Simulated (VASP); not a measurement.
# CoSi2 in VASP: a series of runs, part 2 of 2

VASP 6.6.1.

### Step 4. Single point, PBEsol

This run uses another cell than the first one: it holds 18 atoms, not 12.

Contents of INCAR:

```
SYSTEM = CoSi2
PREC     = Accurate       ! precision mode
ENCUT    = 520            ! plane-wave cutoff, eV
EDIFF    = 1E-6           ! SCF threshold, eV
ISMEAR   = 0              ! smearing method
SIGMA    = 0.1            ! smearing width, eV
LREAL    = Auto         
LASPH    = .True.         ! aspherical terms in the spheres
NELM     = 60             ! most SCF steps
ALGO     = Normal         ! electronic algorithm
ISIF     = 2              ! what is computed and relaxed
LWAVE    = .False.        ! write WAVECAR
LCHARG   = .False.        ! write CHGCAR
LDIPOL   = .True.       
IDIPOL   = 3            
DIPOL    = 0.5 0.5 0.500
GGA      = PS             ! functional
NBANDS   = 66             ! bands
```

Contents of KPOINTS:

```
Automatic mesh
0
Gamma
  9 7 1
  0 0 0
```

Contents of POSCAR:

```
CoSi2
1.0
    3.7565103887      0.0000000000      0.0000000000
    0.0000000000      5.3125079389      0.0000000000
    0.0000000000      0.0000000000     24.3912759718
Co Si
6 12
Direct
    0.5000000000      0.5000000000      0.3074869887
    0.0000000000      0.0000000000      0.3844921932
    0.5000000000      0.5000000000      0.4614973977
    0.0000000000      0.0000000000      0.5385026023
    0.5000000000      0.5000000000      0.6155078068
    0.0000000000      0.0000000000      0.6925130113
    0.0000000000      0.7500000000      0.3074869887
    0.0000000000      0.2500000000      0.3074869887
    0.5000000000      0.2500000000      0.3844921932
    0.5000000000      0.7500000000      0.3844921932
    0.0000000000      0.7500000000      0.4614973977
    0.0000000000      0.2500000000      0.4614973977
    0.5000000000      0.2500000000      0.5385026023
    0.5000000000      0.7500000000      0.5385026023
    0.0000000000      0.7500000000      0.6155078068
    0.0000000000      0.2500000000      0.6155078068
    0.5000000000      0.2500000000      0.6925130113
    0.5000000000      0.7500000000      0.6925130113
```

Potentials or basis: VASP PAW PBE potentials, release 64 (Co, Si).

Started as:

```console
> cat potpaw_PBE.64/Co/POTCAR potpaw_PBE.64/Si/POTCAR > POTCAR
> mpirun -np 1 vasp_std > vasp.out
```

OUTCAR:

```text
SYSTEM = CoSi2
   PREC = Accurate
   ENCUT = 520
   EDIFF = 1E-6
   ISMEAR = 0
   LREAL = Auto
   LASPH = .True.
   NELM = 60
   ISIF = 2
   GGA = PS

 ion  position               nearest neighbor table
   1  0.500  0.500  0.307-   9 2.30  10 2.30   7 2.30   8 2.30   7 2.30   8 2.30
   2  0.000  0.000  0.384-  11 2.30  12 2.30   7 2.30   8 2.30   9 2.30  10 2.30   9 2.30  10 2.30

   3  0.500  0.500  0.461-   9 2.30  10 2.30  11 2.30  12 2.30  11 2.30  12 2.30  13 2.30  14 2.30

   4  0.000  0.000  0.539-  15 2.30  16 2.30  13 2.30  14 2.30  13 2.30  14 2.30  11 2.30  12 2.30

   5  0.500  0.500  0.616-  13 2.30  14 2.30  17 2.30  18 2.30  15 2.30  16 2.30  15 2.30  16 2.30

   6  0.000  0.000  0.693-  15 2.30  16 2.30  17 2.30  18 2.30  17 2.30  18 2.30
   7  0.000  0.750  0.307-   2 2.30   1 2.30   1 2.30  10 2.66  10 2.66   8 2.66   8 2.66
   8  0.000  0.250  0.307-   2 2.30   1 2.30   1 2.30   9 2.66   9 2.66   7 2.66   7 2.66
   9  0.500  0.250  0.384-   3 2.30   1 2.30   2 2.30   2 2.30  12 2.66  12 2.66   8 2.66   8 2.66
                            10 2.66  10 2.66
  10  0.500  0.750  0.384-   3 2.30   1 2.30   2 2.30   2 2.30  11 2.66  11 2.66   7 2.66   7 2.66
                             9 2.66   9 2.66
  11  0.000  0.750  0.461-   2 2.30   3 2.30   3 2.30   4 2.30  10 2.66  10 2.66  12 2.66  12 2.66
                            14 2.66  14 2.66
  12  0.000  0.250  0.461-   2 2.30   3 2.30   3 2.30   4 2.30   9 2.66   9 2.66  11 2.66  11 2.66
                            13 2.66  13 2.66
  13  0.500  0.250  0.539-   5 2.30   4 2.30   4 2.30   3 2.30  16 2.66  16 2.66  14 2.66  14 2.66
                            12 2.66  12 2.66
  14  0.500  0.750  0.539-   5 2.30   4 2.30   4 2.30   3 2.30  15 2.66  15 2.66  13 2.66  13 2.66
                            11 2.66  11 2.66
  15  0.000  0.750  0.616-   4 2.30   6 2.30   5 2.30   5 2.30  14 2.66  14 2.66  18 2.66  18 2.66
                            16 2.66  16 2.66
  16  0.000  0.250  0.616-   4 2.30   6 2.30   5 2.30   5 2.30  13 2.66  13 2.66  17 2.66  17 2.66
                            15 2.66  15 2.66
  17  0.500  0.250  0.693-   5 2.30   6 2.30   6 2.30  16 2.66  16 2.66  18 2.66  18 2.66
  18  0.500  0.750  0.693-   5 2.30   6 2.30   6 2.30  15 2.66  15 2.66  17 2.66  17 2.66

  LATTYP: Found a simple orthorhombic cell.
 ALAT       =     3.7565103887
 B/A-ratio  =     1.4142135624
 C/A-ratio  =     6.4930676207

[... 201 lines left out ...]

 number of electron     101.9999972 magnetization

 dipolmoment           0.000000      0.000000      0.000000 electrons x Angstroem

 Free energy of the ion-electron system (eV)
  ---------------------------------------------------
  ext. energy  EPLUGINS =         0.00000000
  ---------------------------------------------------
  free energy    TOTEN  =      -120.93459877 eV

  energy without entropy =     -120.89112195  energy(sigma->0) =     -120.91286036

 E-fermi :   2.1306     XC(G=0):  -6.3246

 val. band max:        2.0936893814   @ k =   0.3333   0.1429   0.0000
 cond. band min:       2.1329211214   @ k =   0.2222   0.2857   0.0000
 fundamental gap:      0.0392317400
 Fermi energy:         2.1305655386

 k-point     1 :       0.0000    0.0000    0.0000
  band No.  band energies     occupation
      1     -10.9180      2.00000
      2     -10.1579      2.00000
      3      -8.9851      2.00000
      4      -7.5014      2.00000
      5      -6.7762      2.00000
      6      -6.1553      2.00000
[... 1309 lines left out ...]
     62       5.2248      0.00000
     63       5.6309      0.00000
 [bands above 63 left out]

------------------------ aborting loop because EDIFF is reached ----------------------------------------

 vacuum level on the upper side and lower side of the slab       (xc-potential included)        -0.007        -0.007

  FORCE on cell =-STRESS in cart. coord.  units (eV):
  Direction    XX          YY          ZZ          XY          YZ          ZX
  --------------------------------------------------------------------------------------
  -------------------------------------------------------------------------------------
  Total       -5.8742661     -4.2165830     -2.4614662      0.0000000      0.0000000      0.0000000
  in kB      -19.3350587    -13.8788194     -8.1018791      0.0000000      0.0000000      0.0000000
  external PRESSURE =     -13.7719191 kB  Pullay stress =       0.0000000 kB

 VOLUME and BASIS-vectors are now :
 -----------------------------------------------------------------------------
  energy-cutoff  :      520.00
  volume of cell :      486.76
      direct lattice vectors                 reciprocal lattice vectors
     3.756510389  0.000000000  0.000000000     0.266204508  0.000000000  0.000000000
     0.000000000  5.312507939  0.000000000     0.000000000  0.188235013  0.000000000
     0.000000000  0.000000000 24.391275972     0.000000000  0.000000000  0.040998265

 POSITION                                       TOTAL-FORCE (eV/Angst)
 -----------------------------------------------------------------------------------
      1.87826      2.65625      7.50000        -0.000000      0.000000     -0.122085
      0.00000      0.00000      9.37826        -0.000000      0.000000      0.049320
      1.87826      2.65625     11.25651        -0.000000      0.000000      0.030117
      0.00000      0.00000     13.13477        -0.000000      0.000000     -0.030117
      1.87826      2.65625     15.01302        -0.000000      0.000000     -0.049320
      0.00000      0.00000     16.89128        -0.000000      0.000000      0.122085
[... 10 lines left out ...]
      1.87826      1.32813     16.89128        -0.000000      0.031026     -0.351311
      1.87826      3.98438     16.89128        -0.000000     -0.031026     -0.351311
 -----------------------------------------------------------------------------------
    total drift:                                0.000000     -0.000000      0.000000

  FREE ENERGIE OF THE ION-ELECTRON SYSTEM (eV)
  ---------------------------------------------------
  free  energy   TOTEN  =      -120.9345987669 eV

  energy  without entropy=     -120.8911219498  energy(sigma->0) =     -120.91286036

 vacuum level on the upper side and lower side of the slab         7.111         7.111
```

OSZICAR:

```text
N       E                     dE             d eps       ncg     rms          rms(c)
DAV:   1     0.743919135982E+03    0.74392E+03   -0.40014E+04  2640   0.137E+03
DAV:   2    -0.523604356122E+02   -0.79628E+03   -0.76363E+03  2832   0.331E+02
DAV:   3    -0.128597710515E+03   -0.76237E+02   -0.73522E+02  3086   0.134E+02
DAV:   4    -0.132406455489E+03   -0.38087E+01   -0.37740E+01  3550   0.286E+01
[... 31 lines left out ...]
DAV:  36    -0.120934606889E+03   -0.30708E-05   -0.12992E-06  1868   0.766E-03    0.444E-02
DAV:  37    -0.120934603609E+03    0.32801E-05   -0.95584E-07  1788   0.893E-03    0.344E-02
DAV:  38    -0.120934601699E+03    0.19102E-05   -0.13462E-06  1726   0.568E-03    0.273E-02
DAV:  39    -0.120934599496E+03    0.22026E-05   -0.19865E-06  1900   0.609E-03    0.143E-02
DAV:  40    -0.120934598767E+03    0.72952E-06   -0.16159E-06  1692   0.555E-03
   1 F= -.12093460E+03 E0= -.12091286E+03  d E =-.434768E-01
```

Wall time 31 min (1 thread of Intel Xeon Platinum 8488C (Sapphire Rapids), shared host); peak memory 0.7 GiB.

What came out:

```
Free energy            : -120.9346 eV
Largest force          : 0.353 eV/Å
Band gap on the k mesh : zero (bands 51 and 52 overlap by 1.37 eV)
```

Forces in eV/Å, atoms in the order of the input:
```
Co   0.000  0.000 -0.122
Co   0.000  0.000  0.049
Co   0.000  0.000  0.030
Co   0.000  0.000 -0.030
Co   0.000  0.000 -0.049
Co   0.000  0.000  0.122
Si   0.000  0.031  0.351
Si   0.000 -0.031  0.351
Si   0.000  0.118 -0.316
Si   0.000 -0.118 -0.316
Si   0.000 -0.056  0.038
Si   0.000  0.056  0.038
Si   0.000 -0.056 -0.038
Si   0.000  0.056 -0.038
Si   0.000  0.118  0.316
Si   0.000 -0.118  0.316
Si   0.000  0.031 -0.351
Si   0.000 -0.031 -0.351
```

Levels at points of the mesh, in eV from the Fermi level:
| k point | band 47 | band 48 | band 49 | band 50 | band 51 | band 52 | band 53 | band 54 |
| --- | --- | --- | --- | --- | --- | --- | --- | --- |
| (0.00, 0.00, 0.00) | -0.87 | -0.14 | -0.13 | 0.19 | 0.86 | 1.02 | 1.92 | 2.10 |

Caveat: the PAW data sets were made with another functional, which shifts forces and pressure a little; the run has no spin polarisation, though such a crystal can be magnetic.

### Step 5. Single point, PBEsol

This run uses another cell than the first one: it holds 18 atoms, not 12.

Contents of INCAR:

```
ALGO = Fast ; DIPOL = 0.5 0.5 0.500
EDIFF = 1E-7 ; ENCUT = 520
GGA = PS ; IDIPOL = 3
ISIF = 2 ; ISMEAR = 0
LASPH = True ; LCHARG = False
LDIPOL = True ; LREAL = Auto
LWAVE = False ; NBANDS = 66
NELM = 60 ; PREC = Accurate
SIGMA = 0.1
```

Contents of KPOINTS:

```
k-points
0
Gamma
  9 7 1
```

Contents of POSCAR:

```
CoSi2
1.0
    3.7565103887      0.0000000000      0.0000000000
    0.0000000000      5.3125079389      0.0000000000
    0.0000000000      0.0000000000     24.3912759718
Co Si
6 12
Direct
    0.5000000000      0.5000000000      0.3070980835
    0.0000000000      0.0000000000      0.3854026803
    0.5000000000      0.5000000000      0.4612022560
    0.0000000000      0.0000000000      0.5387977470
    0.5000000000      0.5000000000      0.6145973065
    0.0000000000      0.0000000000      0.6929019119
    0.0000000000      0.7473744606      0.3104569857
    0.0000000000      0.2526255394      0.3104569857
    0.5000000000      0.2515188090      0.3839254959
    0.5000000000      0.7484811910      0.3839254959
    0.0000000000      0.7484948834      0.4620736232
    0.0000000000      0.2515051166      0.4620736232
    0.5000000000      0.2484949709      0.5379263873
    0.5000000000      0.7515050291      0.5379263873
    0.0000000000      0.7515187979      0.6160745008
    0.0000000000      0.2484812021      0.6160745008
    0.5000000000      0.2473744304      0.6895430146
    0.5000000000      0.7526255696      0.6895430146
```

Potentials or basis: VASP PAW PBE potentials, release 64 (Co, Si).

Started as:

```console
> cat potpaw_PBE.64/Co/POTCAR potpaw_PBE.64/Si/POTCAR > POTCAR
> mpirun -np 1 vasp_std > vasp.out
```

OUTCAR:

```text
EDIFF = 1E-7
   ENCUT = 520
   GGA = PS
   ISIF = 2
   ISMEAR = 0
   LASPH = True
   LREAL = Auto
   NELM = 60
   PREC = Accurate

 ion  position               nearest neighbor table
   1  0.500  0.500  0.307-   9 2.29  10 2.29   7 2.29   8 2.29   7 2.29   8 2.29
   2  0.000  0.000  0.385-   7 2.27   8 2.27  11 2.30  12 2.30   9 2.31  10 2.31   9 2.31  10 2.31

   3  0.500  0.500  0.461-  11 2.30  12 2.30  11 2.30  12 2.30  13 2.30  14 2.30   9 2.30  10 2.30

   4  0.000  0.000  0.539-  13 2.30  14 2.30  13 2.30  14 2.30  11 2.30  12 2.30  15 2.30  16 2.30

   5  0.500  0.500  0.615-  17 2.27  18 2.27  13 2.30  14 2.30  15 2.31  16 2.31  15 2.31  16 2.31

   6  0.000  0.000  0.693-  15 2.29  16 2.29  17 2.29  18 2.29  17 2.29  18 2.29
   7  0.000  0.747  0.310-   2 2.27   1 2.29   1 2.29  10 2.60  10 2.60   8 2.63   8 2.68
   8  0.000  0.253  0.310-   2 2.27   1 2.29   1 2.29   9 2.60   9 2.60   7 2.63   7 2.68
   9  0.500  0.252  0.384-   1 2.29   3 2.30   2 2.31   2 2.31   8 2.60   8 2.60  10 2.64  10 2.67
                            12 2.68  12 2.68
  10  0.500  0.748  0.384-   1 2.29   3 2.30   2 2.31   2 2.31   7 2.60   7 2.60   9 2.64   9 2.67
                            11 2.68  11 2.68
  11  0.000  0.748  0.462-   3 2.30   3 2.30   2 2.30   4 2.30  14 2.64  14 2.64  12 2.64  12 2.67
                            10 2.68  10 2.68
  12  0.000  0.252  0.462-   3 2.30   3 2.30   2 2.30   4 2.30  13 2.64  13 2.64  11 2.64  11 2.67
[... 1559 lines left out ...]

 vacuum level on the upper side and lower side of the slab       (xc-potential included)        -0.066        -0.066

  FORCE on cell =-STRESS in cart. coord.  units (eV):
  Direction    XX          YY          ZZ          XY          YZ          ZX
  --------------------------------------------------------------------------------------
  -------------------------------------------------------------------------------------
  Total       -4.7478166     -2.2697711      0.2397816      0.0000000      0.0000000      0.0000000
  in kB      -15.6273669     -7.4709175      0.7892377      0.0000000      0.0000000      0.0000000
  external PRESSURE =      -7.4363489 kB  Pullay stress =       0.0000000 kB

 VOLUME and BASIS-vectors are now :
 -----------------------------------------------------------------------------
  energy-cutoff  :      520.00
  volume of cell :      486.76
      direct lattice vectors                 reciprocal lattice vectors
     3.756510389  0.000000000  0.000000000     0.266204508  0.000000000  0.000000000
     0.000000000  5.312507939  0.000000000     0.000000000  0.188235013  0.000000000
     0.000000000  0.000000000 24.391275972     0.000000000  0.000000000  0.040998265

 POSITION                                       TOTAL-FORCE (eV/Angst)
 -----------------------------------------------------------------------------------
      1.87826      2.65625      7.49051         0.000000      0.000000     -0.024173
      0.00000      0.00000      9.40046         0.000000      0.000000      0.015575
      1.87826      2.65625     11.24931         0.000000      0.000000      0.005154
      0.00000      0.00000     13.14196         0.000000      0.000000     -0.005154
      1.87826      2.65625     14.99081         0.000000      0.000000     -0.015575
      0.00000      0.00000     16.90076         0.000000      0.000000      0.024173
[... 10 lines left out ...]
      1.87826      1.31418     16.81883         0.000000      0.025286      0.010467
      1.87826      3.99833     16.81883         0.000000     -0.025286      0.010467
 -----------------------------------------------------------------------------------
    total drift:                                0.000000      0.000000      0.000040

  FREE ENERGIE OF THE ION-ELECTRON SYSTEM (eV)
  ---------------------------------------------------
  free  energy   TOTEN  =      -121.0015613096 eV

  energy  without entropy=     -120.9647653133  energy(sigma->0) =     -120.98316331

 vacuum level on the upper side and lower side of the slab         7.098         7.098
```

OSZICAR:

```text
N       E                     dE             d eps       ncg     rms          rms(c)
DAV:   1     0.747477399341E+03    0.74748E+03   -0.40066E+04  2640   0.137E+03
DAV:   2    -0.523502513050E+02   -0.79983E+03   -0.76684E+03  2840   0.331E+02
DAV:   3    -0.128954923911E+03   -0.76605E+02   -0.73982E+02  3084   0.134E+02
[... 22 lines left out ...]
RMM:  26    -0.121001554760E+03   -0.12412E-04   -0.14154E-06  2546   0.301E-03    0.939E-03
RMM:  27    -0.121001559714E+03   -0.49536E-05   -0.51007E-07  2351   0.245E-03    0.550E-03
RMM:  28    -0.121001560942E+03   -0.12283E-05   -0.15359E-07  2016   0.152E-03    0.363E-03
RMM:  29    -0.121001561299E+03   -0.35727E-06   -0.12077E-07  1855   0.183E-03    0.973E-04
RMM:  30    -0.121001561310E+03   -0.10222E-07   -0.34934E-08  1682   0.103E-03
   1 F= -.12100156E+03 E0= -.12098316E+03  d E =-.367960E-01
```

Run time: 37 min. Hardware: 1 thread of Oxide Virtual Turin-like, shared host; peak memory 0.67 GiB.

What came out:

```
Free energy            : -121.0016 eV
Largest force          : 0.027 eV/Å
Band gap on the k mesh : zero (bands 51 and 52 overlap by 1.35 eV)
```

Forces in eV/Å, atoms in the order of the input:
```
Co   0.000  0.000 -0.024
Co   0.000  0.000  0.016
Co   0.000  0.000  0.005
Co   0.000  0.000 -0.005
Co   0.000  0.000 -0.016
Co   0.000  0.000  0.024
Si   0.000  0.025 -0.010
Si   0.000 -0.025 -0.010
Si   0.000 -0.008  0.001
Si   0.000  0.008  0.001
Si   0.000 -0.004  0.000
Si   0.000  0.004  0.000
Si   0.000 -0.004  0.000
Si   0.000  0.004  0.000
Si   0.000 -0.008 -0.001
Si   0.000  0.008 -0.001
Si   0.000  0.025  0.010
Si   0.000 -0.025  0.010
```

Caveat: the PAW data sets were made with another functional, which shifts forces and pressure a little; the run has no spin polarisation, though such a crystal can be magnetic.

### Step 6. The runs side by side

```csv
level,cell,k mesh,gap on the mesh (eV),largest force (eV/Å)
PBEsol+D4,"a = 3.757, b = 5.313, c = 22.635 Å, 12 atoms, atomic positions A",10 × 8 × 1,none,0.44
PBEsol+D4,"a = 3.757, b = 5.313, c = 22.635 Å, 12 atoms, atomic positions A",8 × 6 × 1,none,0.43
PBEsol,"a = 3.757, b = 5.313, c = 24.391 Å, 18 atoms, atomic positions B",9 × 7 × 1,none,0.35
PBEsol,"a = 3.757, b = 5.313, c = 24.391 Å, 18 atoms, atomic positions C",9 × 7 × 1,none,0.03
```

Alike in all rows: task single point; potentials or basis VASP PAW PBE potentials, release 64 (Co, Si); no spin polarisation; cutoff (eV) 520; smearing gaussian 0.1 eV.

Caveats: the PAW data sets were made with another functional, which shifts forces and pressure a little; the run has no spin polarisation, though such a crystal can be magnetic.

Absolute energies hang on the potentials; compare differences alone.

The gap in the log of VASP goes by the Fermi energy; the results here count the filled bands.